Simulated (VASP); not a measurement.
# SiC: single point with r2SCAN

Crystal: SiC.

```
CELL_PARAMETERS angstrom
3.32376 0.00000 0.00000
-1.66188 2.87846 0.00000
0.00000 0.00000 9.67370
ATOMIC_POSITIONS crystal
Si 0.66667 0.33333 0.93784
Si 0.33333 0.66667 0.43784
Si 0.00000 0.00000 0.68789
Si 0.00000 0.00000 0.18789
C 0.66667 0.33333 0.74980
C 0.33333 0.66667 0.24980
C 0.00000 0.00000 0.50046
C 0.00000 0.00000 0.00046
```

This cell differs from its parent crystal: strain +0.080 along x and y, -0.040 along z.

| Property | Result |
| --- | --- |
| Program | VASP 6.6.1 |
| Task | single point |
| Functional | r2SCAN |
| Potentials or basis | VASP PAW PBE potentials, release 64 (Si, C) |
| Cutoff | 520 eV |
| k mesh | 12 × 12 × 4 |
| Occupations | gaussian, width 0.05 eV |
| Spin | no spin polarisation |

- Pressure: -17.2 GPa
- Largest force: 1.095 eV/Å
- Band gap on the k mesh: 1.90 eV, indirect (least direct gap 2.86 eV)

Forces in eV/Å, atoms in the order of the input:
```
Si   0.000  0.000  0.964
Si   0.000  0.000  0.964
Si   0.000  0.000  1.062
Si   0.000  0.000  1.062
C    0.000  0.000 -1.095
C    0.000  0.000 -1.095
C    0.000  0.000 -0.931
C    0.000  0.000 -0.931
```

Stress tensor (GPa, compression positive):
```
-35.50   0.00   0.00
  0.00 -35.50   0.00
  0.00   0.00  19.48
```

Levels at points of the mesh, in eV from the valence-band top:
| k point | band 14 | band 15 | band 16 | band 17 | band 18 | band 19 |
| --- | --- | --- | --- | --- | --- | --- |
| (0.00, 0.00, 0.00) | -0.18 | -0.18 | 0.00 | 2.90 | 3.73 | 4.64 |
| (0.50, 0.00, 0.00) | -1.78 | -1.36 | -0.95 | 1.90 | 2.56 | 3.87 |
| (0.00, 0.00, 0.50) | -0.52 | -0.52 | -0.52 | 3.20 | 3.20 | 4.96 |
| (0.50, 0.00, 0.50) | -2.38 | -1.58 | -1.58 | 2.33 | 2.33 | 4.53 |

Run time: 9.8 min on 1 thread of AMD EPYC 7R13 Processor (Zen 3), on a shared host, peak memory 0.26 GiB.

Caveat: the cell differs from its parent crystal (strain +0.080 along x and y, -0.040 along z); the PAW data sets were made with another functional, which shifts forces and pressure a little. A k mesh can miss the band edges.
